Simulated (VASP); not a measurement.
# SiO2 (Cristobalite) (P4_12_12) in VASP: further runs, part 2 of 2

VASP 6.6.1. The steps go on from the part before.

## Step 3: Single point, PBEsol

This run uses another cell than the first one, of 14.83 Å³/atom, 1.056 times its volume.

INCAR reads:

```
PREC = Accurate
ENCUT = 520
EDIFF = 1E-6
ISMEAR = -1
SIGMA = 0.02
LREAL = F
LASPH = T
NELM = 80
ALGO = Normal
ISIF = 2
LWAVE = F
LCHARG = T
GGA = PS
LELF = T
LVHAR = T
NBANDS = 44
```

KPOINTS reads:

```
regular mesh
0
Gamma
  4 4 4
```

POSCAR reads:

```
SiO2
1.0
    5.0342686752      0.0000000000      0.0000000000
    0.0000000000      5.0342686752      0.0000000000
    0.0000000000      0.0000000000      7.0215437282
Si O
4 8
Direct
    0.2972575854      0.2972575854      0.0000000000
    0.2027424146      0.7972575854      0.2500000000
    0.7027424146      0.7027424146      0.5000000000
    0.7972575854      0.2027424146      0.7500000000
    0.2399111775      0.1002499002      0.1774967053
    0.3997500998      0.7399111775      0.4274967053
    0.7600888225      0.8997500998      0.6774967053
    0.6002499002      0.2600888225      0.9274967053
    0.7399111775      0.3997500998      0.5725032947
    0.8997500998      0.7600888225      0.3225032947
    0.2600888225      0.6002499002      0.0725032947
    0.1002499002      0.2399111775      0.8225032947
```

Potentials or basis: VASP PAW PBE potentials, release 64 (Si, O).

Run with:

```sh
> cat potpaw_PBE.64/Si/POTCAR potpaw_PBE.64/O/POTCAR > POTCAR
> mpirun -np 1 vasp_std > vasp.out
```

OUTCAR:

```text
PREC = Accurate
   ENCUT = 520
   EDIFF = 1E-6
   ISMEAR = -1
   LREAL = F
   LASPH = T
   NELM = 80
   ISIF = 2
   GGA = PS

 ion  position               nearest neighbor table
   1  0.297  0.297  0.000-   5 1.62  12 1.62  11 1.62   8 1.62   2 3.11   4 3.11   2 3.11   4 3.11

   2  0.203  0.797  0.250-   6 1.62  11 1.62  10 1.62   5 1.62   1 3.11   3 3.11   1 3.11   3 3.11

   3  0.703  0.703  0.500-   7 1.62  10 1.62   9 1.62   6 1.62   2 3.11   4 3.11   4 3.11   2 3.11

   4  0.797  0.203  0.750-   8 1.62   9 1.62   7 1.62  12 1.62   1 3.11   3 3.11   3 3.11   1 3.11

   5  0.240  0.100  0.177-   1 1.62   2 1.62
   6  0.400  0.740  0.427-   2 1.62   3 1.62
   7  0.760  0.900  0.677-   3 1.62   4 1.62
   8  0.600  0.260  0.927-   4 1.62   1 1.62
   9  0.740  0.400  0.573-   4 1.62   3 1.62
  10  0.900  0.760  0.323-   3 1.62   2 1.62
  11  0.260  0.600  0.073-   2 1.62   1 1.62
  12  0.100  0.240  0.823-   1 1.62   4 1.62

  LATTYP: Found a simple tetragonal cell.
 ALAT       =     5.0342686752
[... 209 lines left out ...]
      4     -17.4480      2.00000
      5     -17.4114      2.00000
      6     -17.4089      2.00000
[... 835 lines left out ...]
     43       9.9732      0.00000
     44       9.9732      0.00000

------------------------ aborting loop because EDIFF is reached ----------------------------------------

  FORCE on cell =-STRESS in cart. coord.  units (eV):
  Direction    XX          YY          ZZ          XY          YZ          ZX
  --------------------------------------------------------------------------------------
  -------------------------------------------------------------------------------------
  Total        0.5360291      0.5360291      0.4860015      0.0000000      0.0000000      0.0000000
  in kB        4.8260692      4.8260692      4.3756528      0.0000000      0.0000000      0.0000000
  external PRESSURE =       4.6759304 kB  Pullay stress =       0.0000000 kB

 VOLUME and BASIS-vectors are now :
 -----------------------------------------------------------------------------
  energy-cutoff  :      520.00
  volume of cell :      177.95
      direct lattice vectors                 reciprocal lattice vectors
     5.034268675  0.000000000  0.000000000     0.198638584  0.000000000  0.000000000
     0.000000000  5.034268675  0.000000000     0.000000000  0.198638584  0.000000000
     0.000000000  0.000000000  7.021543728     0.000000000  0.000000000  0.142418824

 POSITION                                       TOTAL-FORCE (eV/Angst)
 -----------------------------------------------------------------------------------
      1.49647      1.49647      0.00000         0.017627      0.017627     -0.000000
      1.02066      4.01361      1.75539        -0.017627      0.017627     -0.000000
      3.53779      3.53779      3.51077        -0.017627     -0.017627     -0.000000
      4.01361      1.02066      5.26616         0.017627     -0.017627     -0.000000
      1.20778      0.50468      1.24630        -0.002136      0.013756      0.012923
      2.01245      3.72491      3.00169        -0.013756     -0.002136      0.012923
      3.82649      4.52958      4.75707         0.002136     -0.013756      0.012923
      3.02182      1.30936      6.51246         0.013756      0.002136      0.012923
      3.72491      2.01245      4.01986        -0.002136     -0.013756     -0.012923
      4.52958      3.82649      2.26447        -0.013756      0.002136     -0.012923
      1.30936      3.02182      0.50909         0.002136      0.013756     -0.012923
      0.50468      1.20778      5.77524         0.013756     -0.002136     -0.012923
 -----------------------------------------------------------------------------------
    total drift:                               -0.000000      0.000000      0.000000

  FREE ENERGIE OF THE ION-ELECTRON SYSTEM (eV)
  ---------------------------------------------------
  free  energy   TOTEN  =       -98.6956292654 eV

  energy  without entropy=      -98.6956292654  energy(sigma->0) =      -98.69562927
```

OSZICAR:

```text
N       E                     dE             d eps       ncg     rms          rms(c)
DAV:   1     0.406009130840E+03    0.40601E+03   -0.32584E+04  1584   0.132E+03
DAV:   2    -0.784144985695E+02   -0.48442E+03   -0.46863E+03  2012   0.310E+02
DAV:   3    -0.110170388469E+03   -0.31756E+02   -0.31606E+02  1936   0.851E+01
DAV:   4    -0.110598604048E+03   -0.42822E+00   -0.42742E+00  1968   0.108E+01
DAV:   5    -0.110606435852E+03   -0.78318E-02   -0.78282E-02  1932   0.143E+00    0.286E+01
DAV:   6    -0.988196916355E+02    0.11787E+02   -0.45126E+01  1824   0.306E+01    0.139E+01
DAV:   7    -0.987243523389E+02    0.95339E-01   -0.12196E+00  1876   0.469E+00    0.508E+00
DAV:   8    -0.986822298021E+02    0.42123E-01   -0.63049E-02  1952   0.159E+00    0.186E+00
DAV:   9    -0.986910839988E+02   -0.88542E-02   -0.30597E-02  1744   0.106E+00    0.376E-01
DAV:  10    -0.986955386981E+02   -0.44547E-02   -0.65244E-03  1852   0.355E-01    0.124E-01
DAV:  11    -0.986955906682E+02   -0.51970E-04   -0.17674E-03  1920   0.210E-01    0.327E-02
DAV:  12    -0.986956144765E+02   -0.23808E-04   -0.58022E-05  1832   0.385E-02    0.256E-02
DAV:  13    -0.986956283724E+02   -0.13896E-04   -0.35093E-05  1788   0.275E-02    0.397E-03
DAV:  14    -0.986956292654E+02   -0.89302E-06   -0.10809E-06  1360   0.547E-03
   1 F= -.98695629E+02 E0= -.98695629E+02  d E =-.960898E-12
```

Wall time 4.9 min (1 thread of Intel Xeon 8259CL, shared host); peak memory 0.32 GiB.

What came out:

| Property | Result |
| --- | --- |
| Free energy | -98.6956 eV |
| Pressure | 0.5 GPa |
| Largest force | 0.025 eV/Å |
| Band gap on the k mesh | 5.57 eV, direct |

Forces on the atoms (eV/Å):
```
Si   0.018  0.018  0.000
Si  -0.018  0.018  0.000
Si  -0.018 -0.018  0.000
Si   0.018 -0.018  0.000
O   -0.002  0.014  0.013
O   -0.014 -0.002  0.013
O    0.002 -0.014  0.013
O    0.014  0.002  0.013
O   -0.002 -0.014 -0.013
O   -0.014  0.002 -0.013
O    0.002  0.014 -0.013
O    0.014 -0.002 -0.013
```

Caveat: the PAW data sets were made with another functional, which shifts forces and pressure a little.

## Step 4: Single point, r2SCAN

This run uses another cell than the first one, of 14.29 Å³/atom, 1.017 times its volume.

POSCAR reads:

```
SiO2
1.0
    4.9791653256      0.0000000000      0.0000000000
    0.0000000000      4.9791653256      0.0000000000
    0.0000000000      0.0000000000      6.9148709668
Si O
4 8
Direct
    0.3024592541      0.3024592541      0.0000000000
    0.1975407459      0.8024592541      0.2500000000
    0.6975407459      0.6975407459      0.5000000000
    0.8024592541      0.1975407459      0.7500000000
    0.2381682781      0.1092716079      0.1814551378
    0.3907283921      0.7381682781      0.4314551378
    0.7618317219      0.8907283921      0.6814551378
    0.6092716079      0.2618317219      0.9314551378
    0.7381682781      0.3907283921      0.5685448622
    0.8907283921      0.7618317219      0.3185448622
    0.2618317219      0.6092716079      0.0685448622
    0.1092716079      0.2381682781      0.8185448622
```

INCAR.step1 reads:

```
ALGO = Normal
EDIFF = 1E-4
ENCUT = 520
GGA = PE
ISMEAR = -1
LASPH = True
LCHARG = False
LREAL = False
LWAVE = True
NBANDS = 44
NELM = 60
PREC = Accurate
SIGMA = 0.02
```

INCAR.step2 reads:

```
ALGO = Normal
EDIFF = 1E-6
ENCUT = 520
ISIF = 2
ISMEAR = -1
ISTART = 1
LASPH = True
LCHARG = False
LMIXTAU = True
LREAL = False
LWAVE = False
METAGGA = R2SCAN
NBANDS = 44
NELM = 60
PREC = Accurate
SIGMA = 0.02
```

KPOINTS reads:

```
k-points
0
Gamma
  4 4 4
```

Run with:

```sh
> cat potpaw_PBE.64/Si/POTCAR potpaw_PBE.64/O/POTCAR > POTCAR
> cp INCAR.step1 INCAR
> mpirun -np 1 vasp_std > vasp.out
> cp INCAR.step2 INCAR
> mpirun -np 1 vasp_std > vasp.out
```

Run time: 17 min. Hardware: 1 thread of Intel Xeon 8259CL, shared host; peak memory 0.36 GiB.

It converged, with:

- Free energy: -119.1641 eV
- Pressure: 0.2 GPa
- Largest force: 0.027 eV/Å
- Band gap on the k mesh: 6.35 eV, direct

Forces on the atoms (eV/Å):
```
Si   0.019  0.019  0.000
Si  -0.019  0.019  0.000
Si  -0.019 -0.019  0.000
Si   0.019 -0.019  0.000
O    0.000  0.003 -0.003
O   -0.003  0.000 -0.003
O    0.000 -0.003 -0.003
O    0.003  0.000 -0.003
O    0.000 -0.003  0.003
O   -0.003  0.000  0.003
O    0.000  0.003  0.003
O    0.003  0.000  0.003
```

Levels at points of the mesh, in eV from the valence-band top:
```tsv
k point	band 28	band 29	band 30	band 31	band 32	band 33	band 34	band 35	band 36	band 37
(0.00, 0.00, 0.00)	-1.28	-0.69	-0.31	-0.31	0.00	6.35	9.63	9.63	10.12	10.12
(0.50, 0.00, 0.00)	-1.01	-0.65	-0.65	-0.50	-0.50	8.46	8.46	10.04	10.04	10.64
(0.50, 0.50, 0.00)	-1.34	-0.60	-0.60	-0.54	-0.54	9.45	9.45	9.64	9.64	10.59
(0.00, 0.00, 0.50)	-0.85	-0.55	-0.55	-0.40	-0.40	7.63	7.63	10.32	10.32	10.58
(0.50, 0.00, 0.50)	-1.02	-0.94	-0.94	-0.18	-0.18	8.90	8.90	9.61	9.61	10.10
(0.50, 0.50, 0.50)	-1.36	-0.62	-0.62	-0.62	-0.62	9.98	9.98	9.98	9.98	10.63
```

Caveat: the PAW data sets were made with another functional, which shifts forces and pressure a little. r2SCAN opens gaps a little over a GGA but as a rule still falls short of measured ones.

## Step 5: Single point, PBE

This run uses another cell than the first one, of 14.29 Å³/atom, 1.017 times its volume.

INCAR reads:

```
SYSTEM = SiO2
PREC = Accurate ; ENCUT = 520
EDIFF = 1E-6 ; ISMEAR = -1
SIGMA = 0.02 ; LREAL = .FALSE.
LASPH = .TRUE. ; NELM = 80
ALGO = Normal ; ISIF = 2
LWAVE = .FALSE. ; LCHARG = .FALSE.
GGA = PE ; NBANDS = 44
```

KPOINTS reads:

```
regular mesh
0
G
  6 6 4
  0 0 0
```

POSCAR is that of step 4.

Run with:

```sh
> cat potpaw_PBE.64/Si/POTCAR potpaw_PBE.64/O/POTCAR > POTCAR
> mpirun -np 1 vasp_std > vasp.out
```

Run time: 6.9 min. Hardware: 1 thread of Intel Xeon 8259CL, shared host; peak memory 0.35 GiB.

The run converged. Its results:

| Property | Result |
| --- | --- |
| Free energy | -94.8456 eV |
| Pressure | 4.8 GPa |
| Largest force | 0.269 eV/Å |
| Band gap on the k mesh | 5.73 eV, direct |

Forces on the atoms (eV/Å):
```
Si  -0.003 -0.003  0.000
Si   0.003 -0.003  0.000
Si   0.003  0.003  0.000
Si  -0.003  0.003  0.000
O   -0.032  0.144  0.225
O   -0.144 -0.032  0.225
O    0.032 -0.144  0.225
O    0.144  0.032  0.225
O   -0.032 -0.144 -0.225
O   -0.144  0.032 -0.225
O    0.032  0.144 -0.225
O    0.144 -0.032 -0.225
```

Stress tensor (GPa, compression positive):
```
4.79 0.00 0.00
0.00 4.79 0.00
0.00 0.00 4.95
```

Levels at points of the mesh, in eV from the valence-band top:
```tsv
k point	band 29	band 30	band 31	band 32	band 33	band 34	band 35	band 36
(0.00, 0.00, 0.00)	-0.68	-0.30	-0.30	0.00	5.73	8.83	8.83	9.29
(0.50, 0.00, 0.00)	-0.65	-0.65	-0.49	-0.49	7.77	7.77	9.27	9.27
(0.50, 0.50, 0.00)	-0.59	-0.59	-0.54	-0.54	8.73	8.73	8.85	8.85
(0.00, 0.00, 0.50)	-0.54	-0.54	-0.39	-0.39	6.99	6.99	9.43	9.43
(0.50, 0.00, 0.50)	-0.92	-0.92	-0.18	-0.18	8.09	8.09	9.01	9.01
(0.50, 0.50, 0.50)	-0.61	-0.61	-0.61	-0.61	9.24	9.24	9.24	9.24
```

## Step 6: Summary

```csv
level,potentials or basis,cell,k mesh,gap on the mesh (eV),pressure (GPa),largest force (eV/Å)
LDA,"VASP PAW LDA potentials, release 64 (Si, O)","a = 4.949, b = 4.949, c = 6.880 Å, 12 atoms",4 × 4 × 4,5.55,0.6,0.03
PBEsol,"VASP PAW PBE potentials, release 64 (Si, O)","a = 5.034, b = 5.034, c = 7.022 Å, 12 atoms",4 × 4 × 4,5.57,0.5,0.02
r2SCAN,"VASP PAW PBE potentials, release 64 (Si, O)","a = 4.979, b = 4.979, c = 6.915 Å, 12 atoms",4 × 4 × 4,6.35,0.2,0.03
PBE,"VASP PAW PBE potentials, release 64 (Si, O)","a = 4.979, b = 4.979, c = 6.915 Å, 12 atoms",6 × 6 × 4,5.73,4.8,0.27
```

Alike in all rows: task single point; no spin polarisation; cutoff (eV) 520; smearing fermi-dirac 0.02 eV.

Caveats: the PAW data sets were made with another functional, which shifts forces and pressure a little (some runs).

Total energies depend on the potentials used, so only differences within one code and one set of settings carry meaning.
